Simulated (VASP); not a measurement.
# CsH (I4/mmm) in VASP: notebook, part 2 of 2

VASP 6.6.1. Earlier steps stand in the parts before.

## Step 4: Single point, r2SCAN (strain +0.000 along x and y, -0.080 along z)

POSCAR

```
CsH
1.0
    0.0000000000      3.1880000000      2.9329600000
    3.1880000000      0.0000000000      2.9329600000
    3.1880000000      3.1880000000      0.0000000000
Cs H
1 1
Direct
    0.0000000000      0.0000000000      0.0000000000
    0.5000000000      0.5000000000      0.5000000000
```

INCAR.step1

```
SYSTEM = CsH
PREC     = Accurate       ! precision mode
ENCUT    = 520            ! plane-wave cutoff, eV
ISMEAR   = 0              ! smearing method
SIGMA    = 0.05           ! smearing width, eV
LREAL    = .FALSE.        ! projectors in reciprocal space
LASPH    = .TRUE.         ! aspherical terms in the spheres
NELM     = 60             ! most SCF steps
NBANDS   = 12             ! bands
GGA      = PE             ! functional
ALGO     = Normal         ! electronic algorithm
EDIFF    = 1E-4           ! SCF threshold, eV
LWAVE    = .TRUE.         ! write WAVECAR
LCHARG   = .FALSE.        ! write CHGCAR
```

INCAR.step2

```
SYSTEM = CsH
PREC     = Accurate       ! precision mode
ENCUT    = 520            ! plane-wave cutoff, eV
EDIFF    = 1E-7           ! SCF threshold, eV
ISMEAR   = 0              ! smearing method
SIGMA    = 0.05           ! smearing width, eV
LREAL    = .FALSE.        ! projectors in reciprocal space
LASPH    = .TRUE.         ! aspherical terms in the spheres
NELM     = 60             ! most SCF steps
ALGO     = Normal         ! electronic algorithm
ISIF     = 2              ! what is computed and relaxed
LWAVE    = .FALSE.        ! write WAVECAR
LCHARG   = .TRUE.         ! write CHGCAR
METAGGA  = R2SCAN         ! meta-GGA
LMIXTAU  = .TRUE.       
LELF     = .TRUE.         ! ELF
LVHAR    = .TRUE.       
NBANDS   = 12             ! bands
ISTART   = 1
```

KPOINTS

```
Automatic mesh
0
G
  6 6 6
  0 0 0
```

Potentials or basis: VASP PAW PBE potentials, release 64 (Cs_sv, H).

The run is started by

```
$ cat potpaw_PBE.64/Cs_sv/POTCAR potpaw_PBE.64/H/POTCAR > POTCAR
$ cp INCAR.step1 INCAR
$ mpirun -np 1 vasp_std > vasp.out
$ cp INCAR.step2 INCAR
$ mpirun -np 1 vasp_std > vasp.out
```

OUTCAR:

```text
SYSTEM = CsH
   PREC = Accurate
   ENCUT = 520
   EDIFF = 1E-7
   ISMEAR = 0
   LREAL = .FALSE.
   LASPH = .TRUE.
   NELM = 60
   ISIF = 2
   METAGGA = R2SCAN
   ISTART = 1

 ion  position               nearest neighbor table
   1  0.000  0.000  0.000-
   2  0.500  0.500  0.500-

  LATTYP: Found a body centered tetragonal cell.
 ALAT       =     4.5085128368
 C/A-ratio  =     1.3010764774

  Lattice vectors:

 A1 = (   0.0000000000,  -3.1880000000,  -2.9329600000)
 A2 = (   0.0000000000,   3.1880000000,  -2.9329600000)
 A3 = (   3.1880000000,   0.0000000000,   2.9329600000)

Analysis of symmetry for initial positions (statically):
=====================================================================
 Subroutine PRICEL returns:
 Original cell was already a primitive cell.

 Routine SETGRP: Setting up the symmetry group for a
 body centered tetragonal supercell.

 Subroutine GETGRP returns: Found 16 space group operations
 (whereof 16 operations were pure point group operations)
 out of a pool of 16 trial point group operations.

The static configuration has the point symmetry D_4h.

Analysis of symmetry for dynamics (positions and initial velocities):
=====================================================================
 Subroutine PRICEL returns:
 Original cell was already a primitive cell.

 Routine SETGRP: Setting up the symmetry group for a
 body centered tetragonal supercell.

 Subroutine GETGRP returns: Found 16 space group operations
 (whereof 16 operations were pure point group operations)
 out of a pool of 16 trial point group operations.

The dynamic configuration has the point symmetry D_4h.

 Subroutine INISYM returns: Found 16 space group operations
 (whereof 16 operations are pure point group operations),
 and found     1 'primitive' translations
[... 118 lines left out ...]
  Thomas-Fermi vector in A             =   2.026108
   LORBIT       =      0    0 simple, 1 ext, 2 COOP (PROOUT), +10 PAW based schemes
   METAGGA = R2SCAN    functional components
   LHFCALC =     F    Hartree Fock is set to
   AEXX    =    0.0000 exact exchange contribution
   IVDW    =     0    specifies the selected vdW correction
   LEPSILON=     F    determine dielectric tensor
   LRPA    =     F    only Hartree local field effects (RPA)
 non-spin polarized calculation
 Gauss-broadening in eV      SIGMA  =   0.05
  energy-cutoff  :      520.00
  volume of cell :       59.62
 maximum number of plane-waves:      1622
   NGX = 17   NGY = 17   NGZ = 17

 number of electron       9.9999999 magnetization

 Free energy of the ion-electron system (eV)
  ---------------------------------------------------
  ext. energy  EPLUGINS =         0.00000000
  ---------------------------------------------------
  free energy    TOTEN  =       -28.94124188 eV

  energy without entropy =      -28.94124188  energy(sigma->0) =      -28.94124188

 E-fermi :   0.6731     XC(G=0):  -7.8887

 val. band max:        0.3531285479   @ k =   0.5000   0.0000   0.0000
 cond. band min:       2.8582235238   @ k =   0.5000   0.0000   0.0000
 fundamental gap:      2.5050949759
 Fermi energy:         0.6731444615

 k-point     1 :       0.0000    0.0000    0.0000
  band No.  band energies     occupation
      1     -21.8054      2.00000
      2      -7.8238      2.00000
      3      -7.8238      2.00000
      4      -7.7338      2.00000
      5      -1.5110      2.00000
      6       5.8830      0.00000
      7       5.8830      0.00000
      8       6.2830      0.00000
      9       6.5325      0.00000
     10       7.5386      0.00000
     11       9.0747      0.00000
     12       9.6922      0.00000
[... 331 lines left out ...]
 k-point    24 :       0.5000    0.0000    0.3333
  band No.  band energies     occupation
      1     -21.6716      2.00000
      2      -8.6402      2.00000
      3      -8.1933      2.00000
      4      -8.0280      2.00000
      5      -0.7584      2.00000
      6       4.0612      0.00000
      7       5.5886      0.00000
      8       7.4689      0.00000
      9       8.4324      0.00000
     10       9.4946      0.00000
     11      10.0942      0.00000
     12      10.8063      0.00000

 [... further k-points ...]

------------------------ aborting loop because EDIFF is reached ----------------------------------------

  FORCE on cell =-STRESS in cart. coord.  units (eV):
  Direction    XX          YY          ZZ          XY          YZ          ZX
  --------------------------------------------------------------------------------------
  -------------------------------------------------------------------------------------
  Total        0.0837532      0.0837532      1.2182667      0.0000000      0.0000000     -0.0000000
  in kB        2.2508127      2.2508127     32.7401136      0.0000000      0.0000000     -0.0000000
  external PRESSURE =      12.4139130 kB  Pullay stress =       0.0000000 kB

 VOLUME and BASIS-vectors are now :
 -----------------------------------------------------------------------------
  energy-cutoff  :      520.00
  volume of cell :       59.62
      direct lattice vectors                 reciprocal lattice vectors
     0.000000000  3.188000000  2.932960000    -0.156838143  0.156838143  0.170476242
     3.188000000  0.000000000  2.932960000     0.156838143 -0.156838143  0.170476242
     3.188000000  3.188000000  0.000000000     0.156838143  0.156838143 -0.170476242

 POSITION                                       TOTAL-FORCE (eV/Angst)
 -----------------------------------------------------------------------------------
      0.00000      0.00000      0.00000         0.000000      0.000000      0.000000
      3.18800      3.18800      2.93296        -0.000000     -0.000000      0.000000
 -----------------------------------------------------------------------------------
    total drift:                                0.000000     -0.000000     -0.000000

  FREE ENERGIE OF THE ION-ELECTRON SYSTEM (eV)
  ---------------------------------------------------
  free  energy   TOTEN  =       -28.9412418775 eV

  energy  without entropy=      -28.9412418775  energy(sigma->0) =      -28.94124188
```

OSZICAR.step1:

```text
N       E                     dE             d eps       ncg     rms          rms(c)
DAV:   1     0.428474094072E+02    0.42847E+02   -0.41958E+03   720   0.691E+02
DAV:   2    -0.181767811514E+01   -0.44665E+02   -0.42910E+02   924   0.114E+02
DAV:   3    -0.534304775691E+01   -0.35254E+01   -0.35182E+01   904   0.341E+01
DAV:   4    -0.537372390262E+01   -0.30676E-01   -0.30673E-01   840   0.353E+00
DAV:   5    -0.537383704159E+01   -0.11314E-03   -0.11314E-03   924   0.226E-01    0.389E+00
DAV:   6    -0.463142359077E+01    0.74241E+00   -0.57043E-01   804   0.312E+00    0.165E+00
DAV:   7    -0.447574376045E+01    0.15568E+00   -0.65586E-01   800   0.295E+00    0.665E-01
DAV:   8    -0.450471883831E+01   -0.28975E-01   -0.79333E-02   776   0.121E+00    0.405E-01
DAV:   9    -0.449657090408E+01    0.81479E-02   -0.16860E-02   828   0.573E-01    0.362E-02
DAV:  10    -0.449680504984E+01   -0.23415E-03   -0.22455E-03   816   0.194E-01    0.265E-02
DAV:  11    -0.449690498281E+01   -0.99933E-04   -0.27598E-04   792   0.786E-02
   1 F= -.44969050E+01 E0= -.44969050E+01  d E =-.124237E-16
```

Run time: 43 s. Hardware: 1 thread of Intel Xeon Platinum 8559C (Emerald Rapids), shared host; peak memory 0.2 GiB.

What came out:

- Free energy: -28.9412 eV
- Pressure: 1.2 GPa
- Band gap on the k mesh: 2.51 eV, direct

Caveat: the cell differs from its parent crystal (strain +0.000 along x and y, -0.080 along z); the PAW data sets were made with another functional, which shifts forces and pressure a little; spin-orbit coupling is left out, which moves the levels of the heavy elements. A k mesh can miss the band edges.

## Step 5: Single point, r2SCAN (strain +0.000 along x and y, -0.040 along z)

POSCAR

```
CsH
1.0
    0.0000000000      3.1880000000      3.0604800000
    3.1880000000      0.0000000000      3.0604800000
    3.1880000000      3.1880000000      0.0000000000
Cs H
1 1
Direct
    0.0000000000      0.0000000000      0.0000000000
    0.5000000000      0.5000000000      0.5000000000
```

INCAR.step1

```
ALGO = Normal ; EDIFF = 1E-4
ENCUT = 520 ; GGA = PE
ISMEAR = 0 ; LASPH = True
LCHARG = False ; LREAL = False
LWAVE = True ; NBANDS = 12
NELM = 100 ; PREC = Accurate
SIGMA = 0.05
```

INCAR.step2

```
ALGO = Normal ; EDIFF = 1E-6
ENCUT = 520 ; ISIF = 2
ISMEAR = 0 ; ISTART = 1
LASPH = True ; LCHARG = False
LMIXTAU = True ; LREAL = False
LWAVE = False ; METAGGA = R2SCAN
NBANDS = 12 ; NELM = 100
PREC = Accurate ; SIGMA = 0.05
```

KPOINTS

```
k-points
0
Gamma
  6 6 6
```

The run is started by

```
$ cat potpaw_PBE.64/Cs_sv/POTCAR potpaw_PBE.64/H/POTCAR > POTCAR
$ cp INCAR.step1 INCAR
$ mpirun -np 1 vasp_std > vasp.out
$ cp INCAR.step2 INCAR
$ mpirun -np 1 vasp_std > vasp.out
```

It took 45 s on 1 thread of Intel Xeon Platinum 8559C (Emerald Rapids), shared host; peak memory 0.22 GiB.

It converged, with:

* Free energy: -28.9780 eV
* Pressure: 0.5 GPa
* Band gap on the k mesh: 2.60 eV, direct

Stress tensor (GPa, compression positive):
```
0.14 0.00 0.00
0.00 0.14 0.00
0.00 0.00 1.32
```

Levels at points of the mesh, in eV from the valence-band top:
```csv
k point,band 2,band 3,band 4,band 5,band 6,band 7,band 8,band 9
"(0.00, 0.00, 0.00)",-8.16,-8.16,-8.11,-1.74,5.62,5.62,5.81,6.36
"(0.50, 0.00, 0.00)",-9.08,-8.28,-8.21,0.00,2.60,5.07,5.39,7.92
"(0.50, 0.50, 0.00)",-8.90,-8.49,-8.49,-1.29,3.32,6.51,8.80,8.99
"(0.50, 0.00, 0.50)",-8.95,-8.42,-8.41,-1.28,3.46,6.11,8.63,9.00
```

Caveat: the cell differs from its parent crystal (strain +0.000 along x and y, -0.040 along z); the PAW data sets were made with another functional, which shifts forces and pressure a little; spin-orbit coupling is left out, which moves the levels of the heavy elements. A k mesh can miss the band edges.

## Step 6: The runs side by side

| cell | gap on the mesh (eV) | pressure (GPa) |
| --- | --- | --- |
| a = 4.427, b = 4.427, c = 4.148 Å, angles 62.1, 62.1, 55.9°, 2 atoms | 2.38 | 2.2 |
| a = 4.523, b = 4.523, c = 4.148 Å, angles 62.7, 62.7, 54.6°, 2 atoms | 2.39 | 1.8 |
| a = 4.332, b = 4.332, c = 4.509 Å, angles 58.6, 58.6, 62.7°, 2 atoms | 2.51 | 1.2 |
| a = 4.419, b = 4.419, c = 4.509 Å, angles 59.3, 59.3, 61.3°, 2 atoms | 2.60 | 0.5 |

Alike in all rows: task single point; level r2SCAN; potentials or basis VASP PAW PBE potentials, release 64 (Cs_sv, H); no spin polarisation; k mesh 6 × 6 × 6; cutoff (eV) 520; smearing gaussian 0.05 eV.

Caveats: the PAW data sets were made with another functional, which shifts forces and pressure a little; spin-orbit coupling is left out, which moves the levels of the heavy elements.

Total energies depend on the potentials used, so only differences within one code and one set of settings carry meaning.
